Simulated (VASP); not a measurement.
Ge, 2 atoms in the cell. The cell holds a wire or tube with vacuum around it, 2 atoms: a = 11.000 Å, b = 9.300 Å, c = 2.672 Å, α = 90.00°, β = 90.00°, γ = 90.00°. 

| Item | Value |
| --- | --- |
| Program | VASP 6.6.1 |
| Task | single point |
| Functional | PBE |
| Potentials or basis | VASP PAW PBE potentials, release 64 (Ge_d) |
| Cutoff | 410 eV |
| k mesh | 1 × 1 × 27 |
| Occupations | gaussian, width 0.05 eV |
| Spin | collinear spin |
| Starting moments | [0.5, 0.5] μB |
| Dipole correction | no |
| Further INCAR settings | ALGO = Normal; EDIFF = 1e-06; NBANDS = 25 |

Potentials or basis: VASP PAW PBE potentials, release 64 (Ge_d).

The run is started by

```bash
$ cat potpaw_PBE.64/Ge_d/POTCAR > POTCAR
$ mpirun -np 1 vasp_std > vasp.out
```

Hardware: 1 thread of Intel(R) Xeon(R) Platinum 8259CL CPU @ 2.50GHz (Skylake/Cascade Lake), on a shared host.

Q: How long does it take, and how much memory?

A: Run time: 2.5 min on 1 thread of Intel(R) Xeon(R) Platinum 8259CL CPU @ 2.50GHz (Skylake/Cascade Lake) (shared host), peak memory 0.4 GiB. Counts: scf iterations 24, k points 14.
